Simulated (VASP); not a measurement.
# Fe (I4/mmm) in VASP: single point with PBE

Aim: the single point of Fe with PBE.

Everything below comes from runs of VASP 6.6.1. Logs are shortened: lines on timing, memory, paths and dates and some standing lists are left out, and cuts for length are marked.

### Step 1. The cell of the first run

It takes space group I4/mmm (No. 139, tetragonal). Conventional cell: a = 2.747 Å, b = 2.747 Å, c = 2.883 Å, α = 90.00°, β = 90.00°, γ = 90.00°. Within 3.2 Å of Fe (site symmetry 4/mmm) lie 14 Fe at 2.42 to 2.88 Å.

### Step 2. Single point, PBE, collinear spin, ferromagnetic start (biaxial strain in the a-b plane: -3.0 %)

Input file INCAR:

```
ALGO = Normal
EDIFF = 1E-6
ENCUT = 520
GGA = PE
ISIF = 2
ISMEAR = 0
ISPIN = 2
LASPH = True
LCHARG = True
LELF = True
LMAXMIX = 4
LORBIT = 11
LREAL = False
LVHAR = True
LWAVE = False
MAGMOM = 2.44 2.44
NBANDS = 19
NELM = 150
PREC = Accurate
SIGMA = 0.1
```

Input file KPOINTS:

```
k-points
0
Gamma
  14 14 14
```

Input file POSCAR:

```
Fe
1.0
    2.7467357296      0.0000000000      0.0000000000
    0.0000000000      2.7467357296      0.0000000000
    0.0000000000      0.0000000000      2.8826566729
Fe
2
Direct
    0.0000000000      0.0000000000      0.0000000000
    0.5000000000      0.5000000000      0.5000000000
```

Potentials or basis: VASP PAW PBE potentials, release 64 (Fe).

The run is started by

```
$ cat potpaw_PBE.64/Fe/POTCAR > POTCAR
$ mpirun -np 1 vasp_std > vasp.out
```

OUTCAR:

```text
EDIFF = 1E-6
   ENCUT = 520
   GGA = PE
   ISIF = 2
   ISMEAR = 0
   ISPIN = 2
   LASPH = True
   LORBIT = 11
   LREAL = False
   NELM = 150
   PREC = Accurate

 ion  position               nearest neighbor table
   1  0.000  0.000  0.000-   2 2.42   2 2.42   2 2.42   2 2.42   2 2.42   2 2.42   2 2.42   2 2.42

   2  0.500  0.500  0.500-   1 2.42   1 2.42   1 2.42   1 2.42   1 2.42   1 2.42   1 2.42   1 2.42

  LATTYP: Found a simple tetragonal cell.
 ALAT       =     2.7467357296
 C/A-ratio  =     1.0494845361

  Lattice vectors:

 A1 = (   2.7467357296,   0.0000000000,   0.0000000000)
 A2 = (   0.0000000000,   2.7467357296,   0.0000000000)
 A3 = (   0.0000000000,   0.0000000000,   2.8826566729)

Analysis of symmetry for initial positions (statically):
=====================================================================
 Subroutine PRICEL returns following result:

  LATTYP: Found a body centered tetragonal cell.
 ALAT       =     2.7467357296
 C/A-ratio  =     1.0494845361

  Lattice vectors:

 A1 = (  -1.3733678648,  -1.3733678648,  -1.4413283365)
 A2 = (   1.3733678648,   1.3733678648,  -1.4413283365)
 A3 = (   1.3733678648,  -1.3733678648,   1.4413283365)

   2 primitive cells build up your supercell.

 Routine SETGRP: Setting up the symmetry group for a
 simple tetragonal supercell.

 Subroutine GETGRP returns: Found 16 space group operations
 (whereof 16 operations were pure point group operations)
 out of a pool of 16 trial point group operations.

The static configuration has the point symmetry D_4h.

Analysis of symmetry for dynamics (positions and initial velocities):
=====================================================================
 Subroutine PRICEL returns following result:

  LATTYP: Found a body centered tetragonal cell.
 ALAT       =     2.7467357296
 C/A-ratio  =     1.0494845361

  Lattice vectors:

 A1 = (  -1.3733678648,  -1.3733678648,  -1.4413283365)
 A2 = (   1.3733678648,   1.3733678648,  -1.4413283365)
 A3 = (   1.3733678648,  -1.3733678648,   1.4413283365)

   2 primitive cells build up your supercell.

 Routine SETGRP: Setting up the symmetry group for a
 simple tetragonal supercell.

 Subroutine GETGRP returns: Found 16 space group operations
 (whereof 16 operations were pure point group operations)
 out of a pool of 16 trial point group operations.

The dynamic configuration has the point symmetry D_4h.

Analysis of structural, dynamic, and magnetic symmetry:
=====================================================================
 Subroutine PRICEL returns following result:

  LATTYP: Found a body centered tetragonal cell.
 ALAT       =     2.7467357296
 C/A-ratio  =     1.0494845361

  Lattice vectors:

 A1 = (  -1.3733678648,  -1.3733678648,  -1.4413283365)
 A2 = (   1.3733678648,   1.3733678648,  -1.4413283365)
 A3 = (   1.3733678648,  -1.3733678648,   1.4413283365)

   2 primitive cells build up your supercell.

 Routine SETGRP: Setting up the symmetry group for a
 simple tetragonal supercell.

 Subroutine GETGRP returns: Found 16 space group operations
 (whereof 16 operations were pure point group operations)
 out of a pool of 16 trial point group operations.

The overall configuration has the point symmetry D_4h.

 Subroutine INISYM returns: Found 16 space group operations
 (whereof 16 operations are pure point group operations),
 and found     2 'primitive' translations

----------------------------------------------------------------------------------------

                                     Primitive cell

  volume of cell :      10.8742

  direct lattice vectors                    reciprocal lattice vectors
    -1.373367865 -1.373367865 -1.441328336     0.000000000 -0.364068516 -0.346902220
     1.373367865  1.373367865 -1.441328336     0.364068516  0.000000000 -0.346902220
     1.373367865 -1.373367865  1.441328336     0.364068516 -0.364068516  0.000000000

  length of vectors
     2.418616538  2.418616538  2.418616538     0.502878747  0.502878747  0.514870632

  position of ions in fractional coordinates (direct lattice)
     0.000000000  0.000000000  0.000000000

  ion indices of the primitive-cell ions
   primitive index   ion index
                 1           1

----------------------------------------------------------------------------------------

 KPOINTS: k-points

Automatic generation of k-mesh.
 Grid dimensions read from file:
 generate k-points for:   14   14   14

 Generating k-lattice:

  Cartesian coordinates                     Fractional coordinates (reciprocal lattice)
     0.026004894  0.000000000  0.000000000     0.071428571  0.000000000  0.000000000
     0.000000000  0.026004894  0.000000000     0.000000000  0.071428571  0.000000000
     0.000000000  0.000000000  0.024778730     0.000000000  0.000000000  0.071428571

  Length of vectors
     0.026004894  0.026004894  0.024778730

  Shift w.r.t. Gamma in fractional coordinates (k-lattice)
     0.000000000  0.000000000  0.000000000

 Subroutine IBZKPT returns following result:
 ===========================================

 Found    288 irreducible k-points:

 Following reciprocal coordinates:
            Coordinates               Weight
  0.000000  0.000000  0.000000      1.000000
  0.071429  0.000000  0.000000      4.000000
  0.142857  0.000000  0.000000      4.000000
  0.214286  0.000000  0.000000      4.000000
  0.285714  0.000000  0.000000      4.000000
  0.357143  0.000000  0.000000      4.000000
[... 16 lines left out ...]
  0.285714  0.214286  0.000000      8.000000
  0.357143  0.214286  0.000000      8.000000
 [... further k-points ...]
   k-points           NKPTS =    288   k-points in BZ     NKDIM =    288   number of bands    NBANDS=     19
   number of dos      NEDOS =    301   number of ions     NIONS =      2
   total plane-waves  NPLWV =   9600
   dimension x,y,z NGX =    20 NGY =   20 NGZ =   24
   dimension x,y,z NGXF=    40 NGYF=   40 NGZF=   48
   ions per type =               2
   NGX,Y,Z   is equivalent  to a cutoff of  12.10, 12.10, 13.84 a.u.
   NGXF,Y,Z  is equivalent  to a cutoff of  24.21, 24.21, 27.68 a.u.
 SYSTEM =  unknown system
   PREC   = accura    normal or accurate (medium, high low for compatibility)
   ISTART =      0    job   : 0-new  1-cont  2-samecut
   ICHARG =      2    charge: 1-file 2-atom 10-const
   ISPIN  =      2    spin polarized calculation?
   LNONCOLLINEAR =      F non collinear calculations
   LSORBIT =      F    spin-orbit coupling
   LASPH  =      T    aspherical Exc in radial PAW
   ENCUT  =  520.0 eV  38.22 Ry    6.18 a.u.   5.11  5.11  5.36*2*pi/ulx,y,z
   NELM   =    150;   NELMIN=  2; NELMDL= -5     # of ELM steps
   EDIFF  = 0.1E-05   stopping-criterion for ELM
   LREAL  =      F    real-space projection
   EDIFFG = 0.1E-04   stopping-criterion for IOM
   NSW    =      0    number of steps for IOM
   IBRION =     -1    ionic relax: 0-MD 1-quasi-New 2-CG
   NFREE  =      0    steps in history (QN), initial steepest desc. (CG)
   ISIF   =      2    stress and relaxation
   ISYM   =      2    0-nonsym 1-usesym 2-fastsym
   POTIM  = 0.5000    time-step for ionic-motion
   TEBEG  =    0.0;   TEEND  =   0.0 temperature during run
   PSTRESS=    0.0 pullay stress
   NELECT =      16.0000    total number of electrons
   NUPDOWN=      -1.0000    fix difference up-down
   EMIN   =  10.00;   EMAX   =-10.00  energy-range for DOS
   EFERMI =   0.00;   METHOD = LEGACY
   ISMEAR =     0;   SIGMA  =   0.10  broadening in eV -4-tet -1-fermi 0-gaus
   EFERMI_NEDOS =   21; number of points for ismear=-14 and -15
   IALGO  =     38    algorithm
   IMIX   =      4    mixing-type and parameters
     AMIX     =   0.40;   BMIX     =  1.00
     AMIX_MAG =   1.60;   BMIX_MAG =  1.00
  volume/ion in A,a.u.               =      10.87        73.38
  Fermi-wavevector in a.u.,A,eV,Ry     =   1.477880  2.792789 29.716896  2.184130
  Thomas-Fermi vector in A             =   2.592230
   LORBIT       =     11    0 simple, 1 ext, 2 COOP (PROOUT), +10 PAW based schemes
   GGA     = PE    functional components
   LHFCALC =     F    Hartree Fock is set to
   AEXX    =    0.0000 exact exchange contribution
   IVDW    =     0    specifies the selected vdW correction
   LEPSILON=     F    determine dielectric tensor
   LRPA    =     F    only Hartree local field effects (RPA)
 spin polarized calculation
 Gauss-broadening in eV      SIGMA  =   0.10
  energy-cutoff  :      520.00
  volume of cell :       21.75
 maximum number of plane-waves:       603
   NGX = 11   NGY = 11   NGZ = 11

 number of electron      15.9999977 magnetization       4.2434629

 Free energy of the ion-electron system (eV)
  ---------------------------------------------------
  ext. energy  EPLUGINS =         0.00000000
  ---------------------------------------------------
  free energy    TOTEN  =       -16.45129348 eV

  energy without entropy =      -16.44211244  energy(sigma->0) =      -16.44670296

 E-fermi :   6.3078     XC(G=0): -13.3678

 val. band max:        6.3001842517   @ k =   0.3571   0.2857   0.1429
 cond. band min:       6.3099360419   @ k =   0.2143   0.0000   0.4286
 fundamental gap:      0.0097517902
 Fermi energy:         6.3078376224

 spin component 1

 k-point     1 :       0.0000    0.0000    0.0000
  band No.  band energies     occupation
      1      -2.4125      1.00000
      2       1.1122      1.00000
      3       1.2382      1.00000
      4       3.8311      1.00000
      5       3.8311      1.00000
      6       4.0916      1.00000
[... 11 lines left out ...]
     18      31.0291      0.00000
     19      32.0839      0.00000
[... 489 lines left out ...]
      3       2.8221      1.00000
      4       3.1324      1.00000
      5       3.7854      1.00000
      6       3.7903      1.00000
[... 11 lines left out ...]
     18      27.2871      0.00000
     19      31.3140      0.00000

 [... further k-points ...]

 spin component 2

 k-point     1 :       0.0000    0.0000    0.0000
  band No.  band energies     occupation
      1      -2.2281      1.00000
      2       2.8894      1.00000
      3       3.0170      1.00000
      4       5.6232      1.00000
      5       5.6232      1.00000
      6       5.9942      1.00000
[... 11 lines left out ...]
     18      30.7942      0.00000
     19      31.8872      0.00000
[... 489 lines left out ...]
      3       4.5370      1.00000
      4       4.7879      1.00000
      5       5.4571      1.00000
      6       5.4812      1.00000
[... 11 lines left out ...]
     18      27.8746      0.00000
     19      31.6832      0.00000

 [... further k-points ...]
[... 5 lines left out ...]
  --------------------------------------------------------------------------------------
  -------------------------------------------------------------------------------------
  Total        1.5666267      1.5666267      0.6159310      0.0000000      0.0000000      0.0000000
  in kB      115.4115937    115.4115937     45.3749323      0.0000000      0.0000000      0.0000000
  external PRESSURE =      92.0660399 kB  Pullay stress =       0.0000000 kB

 VOLUME and BASIS-vectors are now :
 -----------------------------------------------------------------------------
  energy-cutoff  :      520.00
  volume of cell :       21.75
      direct lattice vectors                 reciprocal lattice vectors
     2.746735730  0.000000000  0.000000000     0.364068516  0.000000000  0.000000000
     0.000000000  2.746735730  0.000000000     0.000000000  0.364068516  0.000000000
     0.000000000  0.000000000  2.882656673     0.000000000  0.000000000  0.346902220

 POSITION                                       TOTAL-FORCE (eV/Angst)
 -----------------------------------------------------------------------------------
      0.00000      0.00000      0.00000         0.000000     -0.000000      0.000000
      1.37337      1.37337      1.44133         0.000000      0.000000     -0.000000
 -----------------------------------------------------------------------------------
    total drift:                               -0.000000      0.000000      0.000000

  FREE ENERGIE OF THE ION-ELECTRON SYSTEM (eV)
  ---------------------------------------------------
  free  energy   TOTEN  =       -16.4512934769 eV

  energy  without entropy=      -16.4421124399  energy(sigma->0) =      -16.44670296

 total charge

# of ion       s       p       d       tot
------------------------------------------
    1        0.508   0.582   6.273   7.363
    2        0.508   0.582   6.273   7.363
--------------------------------------------------
tot          1.015   1.165  12.547  14.726

 magnetization (x)

# of ion       s       p       d       tot
------------------------------------------
    1       -0.012  -0.054   2.176   2.110
    2       -0.012  -0.054   2.176   2.110
--------------------------------------------------
tot         -0.024  -0.107   4.352   4.220
```

Run time: 71 s. Hardware: 1 thread of Intel Xeon 6975P-C (Granite Rapids), shared host; peak memory 0.26 GiB.

Results:

* Free energy: -16.4513 eV
* Pressure: 9.2 GPa
* Net moment: 4.24 μB per cell
* Site moments: Fe +2.11 μB
* Valence electrons inside the program's atomic spheres: Fe 7.36

Levels at points of the mesh, in eV from the Fermi level:
Spin up:
```
           k point  band 8  band 9  band 10  band 11  band 12  band 13
(0.00, 0.00, 0.00)   -1.00    0.11     0.22     0.22     8.98    10.88
(0.50, 0.00, 0.00)   -1.89   -1.16    -1.16     0.48     0.48    16.72
(0.50, 0.50, 0.00)   -0.78    0.51     0.51     0.77     0.77     8.10
(0.00, 0.00, 0.50)   -1.81   -1.08    -1.08    -0.09    -0.09    17.87
(0.50, 0.00, 0.50)   -0.84    0.35     0.35     0.44     0.44     7.58
(0.50, 0.50, 0.50)   -0.97   -0.75    -0.75     8.83     8.83     8.83
```
Spin down:
| k point | band 3 | band 4 | band 5 | band 6 | band 7 | band 8 | band 9 | band 10 |
| --- | --- | --- | --- | --- | --- | --- | --- | --- |
| (0.00, 0.00, 0.00) | -3.29 | -0.68 | -0.68 | -0.31 | 1.38 | 1.77 | 2.26 | 2.29 |
| (0.50, 0.00, 0.00) | -0.94 | -0.94 | -0.39 | -0.39 | -0.06 | -0.06 | 0.76 | 0.76 |
| (0.50, 0.50, 0.00) | -2.21 | -2.21 | 0.92 | 0.92 | 1.70 | 1.70 | 1.97 | 1.97 |
| (0.00, 0.00, 0.50) | -1.09 | -1.09 | -0.05 | -0.05 | -0.05 | -0.05 | 0.93 | 0.93 |
| (0.50, 0.00, 0.50) | -1.77 | -1.77 | 0.48 | 0.48 | 1.26 | 1.26 | 1.88 | 1.88 |
| (0.50, 0.50, 0.50) | -2.01 | -2.01 | -2.01 | -2.01 | 1.84 | 1.84 | 2.00 | 2.00 |

Caveat: the cell differs from its parent crystal (biaxial strain in the a-b plane: -3.0 %); the stress differs along the axes, from 5 to 12 GPa.
